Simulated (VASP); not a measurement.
# MoS2 (R3m) in VASP: single point with PBE

Aim: the single point of MoS2 with PBE.

All numbers are computed with VASP 6.6.1; they aren't measurements. Logs are shortened: lines on timing, memory, paths and dates and some standing lists are left out, and cuts for length are marked.

### Step 1. The cell of the first run

It takes space group R3m (No. 160, trigonal). The conventional cell has a = 3.175 Å, b = 3.175 Å, c = 18.582 Å, α = 90.00°, β = 90.00°, γ = 120.00°. Within 3.2 Å of Mo (site symmetry 3m) lie 6 S at 2.40 Å and 6 Mo at 3.18 Å. Within 3.2 Å of S (site symmetry 3m) lie 3 Mo at 2.40 Å and 7 S at 3.11 to 3.18 Å. Within 3.2 Å of S (site symmetry 3m) lie 3 Mo at 2.40 Å and 7 S at 3.11 to 3.18 Å.

### Step 2. Single point, PBE, non-collinear spin, zero start, spin-orbit coupling

File INCAR:

```
SYSTEM = MoS2
ALGO     = Normal         ! electronic algorithm
EDIFF    = 1E-6           ! SCF threshold, eV
ENCUT    = 500            ! plane-wave cutoff, eV
GGA      = PE             ! functional
GGA_COMPAT= .False.      
ISIF     = 2              ! what is computed and relaxed
ISMEAR   = -1             ! smearing method
LASPH    = .True.         ! aspherical terms in the spheres
LCHARG   = .False.        ! write CHGCAR
LMAXMIX  = 4              ! l up to which the mixer works
LORBIT   = 11             ! projections on sites
LORBMOM  = .True.       
LREAL    = .False.        ! projectors in reciprocal space
LSORBIT  = .True.         ! spin-orbit coupling
LWAVE    = .False.        ! write WAVECAR
MAGMOM   = 0 0 0 0 0 0 0 0 0 ! initial moments
NBANDS   = 39             ! bands
NELM     = 200            ! most SCF steps
PREC     = Accurate       ! precision mode
SIGMA    = 0.02           ! smearing width, eV
```

File KPOINTS:

```
k-points
0
Gamma
  10 10 10
  0 0 0
```

File POSCAR:

```
MoS2
1.0
    1.5875903429      0.9165957119      6.1939280739
   -1.5875903429      0.9165957119      6.1939280739
    0.0000000000     -1.8331914237      6.1939280739
Mo S
1 2
Direct
    0.0000965174      0.0000965174      0.0000965174
    0.2497906778      0.2497906778      0.2497906778
    0.4171128049      0.4171128049      0.4171128049
```

Potentials or basis: VASP PAW PBE potentials, release 64 (Mo_sv, S).

Started as:

```
> cat potpaw_PBE.64/Mo_sv/POTCAR potpaw_PBE.64/S/POTCAR > POTCAR
> mpirun -np 1 vasp_ncl > vasp.out
```

OUTCAR:

```text
SYSTEM = MoS2
   EDIFF = 1E-6
   ENCUT = 500
   GGA = PE
   ISIF = 2
   ISMEAR = -1
   LASPH = .True.
   LORBIT = 11
   LREAL = .False.
   LSORBIT = .True.
   NELM = 200
   PREC = Accurate

 ion  position               nearest neighbor table
   1  0.000  0.000  0.000-   2 2.40   2 2.40   2 2.40   3 2.40   3 2.40   3 2.40
   2  0.250  0.250  0.250-   1 2.40   1 2.40   1 2.40
   3  0.417  0.417  0.417-   1 2.40   1 2.40   1 2.40

  LATTYP: Found a trigonal (rhomboedric) cell.
 ALAT       =     6.4595151351
 COS(alpha) =     0.8791888406

  Lattice vectors:

 A1 = (   1.5875903429,   0.9165957119,   6.1939280739)
 A2 = (  -1.5875903429,   0.9165957119,   6.1939280739)
 A3 = (   0.0000000000,  -1.8331914237,   6.1939280739)

Analysis of symmetry for initial positions (statically):
=====================================================================
 Subroutine PRICEL returns:
 Original cell was already a primitive cell.

 Routine SETGRP: Setting up the symmetry group for a
 trigonal (rhombohedral) supercell.

 Subroutine GETGRP returns: Found  6 space group operations
 (whereof  6 operations were pure point group operations)
 out of a pool of 12 trial point group operations.

The static configuration has the point symmetry C_3v.

Analysis of symmetry for dynamics (positions and initial velocities):
=====================================================================
 Subroutine PRICEL returns:
 Original cell was already a primitive cell.

 Routine SETGRP: Setting up the symmetry group for a
 trigonal (rhombohedral) supercell.

 Subroutine GETGRP returns: Found  6 space group operations
 (whereof  6 operations were pure point group operations)
 out of a pool of 12 trial point group operations.

The dynamic configuration has the point symmetry C_3v.

Analysis of structural, dynamic, and magnetic symmetry:
=====================================================================
 Subroutine PRICEL returns:
 Original cell was already a primitive cell.

 Routine SETGRP: Setting up the symmetry group for a
 trigonal (rhombohedral) supercell.

 Subroutine GETGRP returns: Found  6 space group operations
 (whereof  6 operations were pure point group operations)
 out of a pool of 12 trial point group operations.

The overall configuration has the point symmetry C_3v.

 Subroutine INISYM returns: Found  6 space group operations
 (whereof  6 operations are pure point group operations),
 and found     1 'primitive' translations

----------------------------------------------------------------------------------------

                                     Primitive cell

  volume of cell :      54.0796

  direct lattice vectors                    reciprocal lattice vectors
     1.587590343  0.916595712  6.193928074     0.314942707  0.181832257  0.053816145
    -1.587590343  0.916595712  6.193928074    -0.314942707  0.181832257  0.053816145
     0.000000000 -1.833191424  6.193928074     0.000000000 -0.363664513  0.053816145

  length of vectors
     6.459515135  6.459515135  6.459515135     0.367624884  0.367624884  0.367624884

  position of ions in fractional coordinates (direct lattice)
     0.000096517  0.000096517  0.000096517
     0.249790678  0.249790678  0.249790678
     0.417112805  0.417112805  0.417112805

  ion indices of the primitive-cell ions
   primitive index   ion index
                 1           1
                 2           2
                 3           3

----------------------------------------------------------------------------------------

 KPOINTS: k-points

Automatic generation of k-mesh.
 Grid dimensions read from file:
 generate k-points for:   10   10   10

 Generating k-lattice:

  Cartesian coordinates                     Fractional coordinates (reciprocal lattice)
     0.031494271  0.018183226  0.005381615     0.100000000  0.000000000  0.000000000
    -0.031494271  0.018183226  0.005381615     0.000000000  0.100000000  0.000000000
     0.000000000 -0.036366451  0.005381615     0.000000000  0.000000000  0.100000000
[... 98 lines left out ...]

 number of electron      25.9999998 magnetization      -0.0000000     -0.0000000     -0.0000000

 Free energy of the ion-electron system (eV)
  ---------------------------------------------------
  ext. energy  EPLUGINS =         0.00000000
  ---------------------------------------------------
  free energy    TOTEN  =       -21.91167326 eV

  energy without entropy =      -21.91167326  energy(sigma->0) =      -21.91167326

 E-fermi :   7.8804     XC(G=0): -10.7470

 val. band max:        7.4018693461   @ k =   0.5000   0.5000   0.5000
 cond. band min:       8.3547939256   @ k =  -0.2000   0.2000   0.0000
 fundamental gap:      0.9529245795
 Fermi energy:         7.8803548700

 k-point     1 :       0.0000    0.0000    0.0000
  band No.  band energies     occupation
      1     -54.1372      1.00000
      2     -54.1372      1.00000
      3     -29.7853      1.00000
      4     -29.7853      1.00000
      5     -27.4238      1.00000
      6     -27.4238      1.00000
[... 973 lines left out ...]
     37      15.0081      0.00000
     38      15.0480      0.00000

 [... further k-points ...]

 [bands above 38 left out]

------------------------ aborting loop because EDIFF is reached ----------------------------------------

  FORCE on cell =-STRESS in cart. coord.  units (eV):
  Direction    XX          YY          ZZ          XY          YZ          ZX
  --------------------------------------------------------------------------------------
  -------------------------------------------------------------------------------------
  Total        0.6226198      0.6226198      1.0690868      0.0000000      0.0000000     -0.0000000
  in kB       18.4458982     18.4458982     31.6730503      0.0000000      0.0000000     -0.0000000
  external PRESSURE =      22.8549489 kB  Pullay stress =       0.0000000 kB

 VOLUME and BASIS-vectors are now :
 -----------------------------------------------------------------------------
  energy-cutoff  :      500.00
  volume of cell :       54.08
      direct lattice vectors                 reciprocal lattice vectors
     1.587590343  0.916595712  6.193928074     0.314942707  0.181832257  0.053816145
    -1.587590343  0.916595712  6.193928074    -0.314942707  0.181832257  0.053816145
     0.000000000 -1.833191424  6.193928074     0.000000000 -0.363664513  0.053816145

 POSITION                                       TOTAL-FORCE (eV/Angst)
 -----------------------------------------------------------------------------------
      0.00000      0.00000      0.00179         0.000000      0.000000      0.001423
      0.00000      0.00000      4.64156         0.000000     -0.000000     -0.099985
      0.00000      0.00000      7.75070         0.000000      0.000000      0.098562
 -----------------------------------------------------------------------------------
    total drift:                               -0.000000      0.000000      0.000010

  FREE ENERGIE OF THE ION-ELECTRON SYSTEM (eV)
  ---------------------------------------------------
  free  energy   TOTEN  =       -21.9116732607 eV

  energy  without entropy=      -21.9116732607  energy(sigma->0) =      -21.91167326

 orbital moment (x)

 # of ion     p       d       tot
 ----------------------------------------
  1        -0.000   0.000   0.000
  2         0.000   0.000   0.000
  3         0.000   0.000   0.000
 ----------------------------------------
            0.000   0.000   0.000

 orbital moment (y)

 # of ion     p       d       tot
 ----------------------------------------
  1        -0.000   0.000   0.000
  2         0.000   0.000   0.000
  3         0.000   0.000   0.000
 ----------------------------------------
           -0.000   0.000   0.000

 orbital moment (z)

 # of ion     p       d       tot
 ----------------------------------------
  1         0.000   0.000   0.000
  2         0.000   0.000   0.000
  3         0.000   0.000   0.000
 ----------------------------------------
            0.000   0.000   0.000

 Spin-Orbit-Coupling matrix elements

 Ion:    1  E_soc:     -0.1919402
 l=   1
     0.0000000    -0.0294211    -0.0294523
    -0.0294211     0.0000000    -0.0294211
    -0.0294523    -0.0294211     0.0000000
 l=   2
     0.0000000    -0.0004841     0.0000000    -0.0004841    -0.0021629
    -0.0004841     0.0000000    -0.0015848    -0.0004067    -0.0004841
     0.0000000    -0.0015848     0.0000000    -0.0015848     0.0000000
    -0.0004841    -0.0004067    -0.0015848     0.0000000    -0.0004841
    -0.0021629    -0.0004841     0.0000000    -0.0004841     0.0000000
 l=   3
     0.0000000     0.0000000     0.0000000     0.0000000     0.0000000     0.0000000     0.0000000
     0.0000000     0.0000000     0.0000000     0.0000000     0.0000000     0.0000000     0.0000000
     0.0000000     0.0000000     0.0000000     0.0000000     0.0000000     0.0000000     0.0000000
     0.0000000     0.0000000     0.0000000     0.0000000     0.0000000     0.0000000     0.0000000
[... 29 lines left out ...]
 l=   2
     0.0000000     0.0000000     0.0000000     0.0000000     0.0000000
     0.0000000     0.0000000     0.0000000     0.0000000     0.0000000
     0.0000000     0.0000000     0.0000000     0.0000000     0.0000000
     0.0000000     0.0000000     0.0000000     0.0000000     0.0000000
     0.0000000     0.0000000     0.0000000     0.0000000     0.0000000
 l=   3
     0.0000000     0.0000000     0.0000000     0.0000000     0.0000000     0.0000000     0.0000000
     0.0000000     0.0000000     0.0000000     0.0000000     0.0000000     0.0000000     0.0000000
     0.0000000     0.0000000     0.0000000     0.0000000     0.0000000     0.0000000     0.0000000
     0.0000000     0.0000000     0.0000000     0.0000000     0.0000000     0.0000000     0.0000000
     0.0000000     0.0000000     0.0000000     0.0000000     0.0000000     0.0000000     0.0000000
     0.0000000     0.0000000     0.0000000     0.0000000     0.0000000     0.0000000     0.0000000
     0.0000000     0.0000000     0.0000000     0.0000000     0.0000000     0.0000000     0.0000000

 total charge

# of ion       s       p       d       tot
------------------------------------------
    1        2.291   6.222   3.951  12.465
    2        1.364   2.342   0.000   3.706
    3        1.365   2.341   0.000   3.706
--------------------------------------------------
tot          5.021  10.905   3.951  19.877

 magnetization (x)

# of ion       s       p       d       tot
------------------------------------------
    1        0.000   0.000   0.000   0.000
    2        0.000   0.000   0.000   0.000
    3        0.000   0.000   0.000   0.000
--------------------------------------------------
tot          0.000   0.000   0.000   0.000

 magnetization (y)

# of ion       s       p       d       tot
------------------------------------------
    1        0.000   0.000   0.000   0.000
    2        0.000   0.000   0.000   0.000
    3        0.000   0.000   0.000   0.000
--------------------------------------------------
tot          0.000   0.000   0.000   0.000

 magnetization (z)

# of ion       s       p       d       tot
------------------------------------------
    1        0.000   0.000   0.000   0.000
    2        0.000   0.000   0.000   0.000
    3        0.000   0.000   0.000   0.000
--------------------------------------------------
tot          0.000   0.000   0.000   0.000
```

Wall time 26 min (1 thread of AMD EPYC 9R45 (Zen 5), shared host); peak memory 1.1 GiB.

Results:

* Free energy: -21.9117 eV
* Pressure: 2.3 GPa
* Largest force: 0.100 eV/Å
* Net moment: 0.00 μB per cell
* Valence electrons inside the program's atomic spheres: Mo 12.46; S 3.71

Forces in eV/Å, atoms in the order of the input:
```
Mo   0.000  0.000  0.001
S    0.000  0.000 -0.100
S    0.000  0.000  0.099
```

Stress tensor (GPa, compression positive):
```
1.84 0.00 0.00
0.00 1.84 0.00
0.00 0.00 3.17
```

Moments on the atoms (μB; x, y, z):
```
Mo  0.00 0.00 0.00
S   0.00 0.00 0.00
S   0.00 0.00 0.00
```
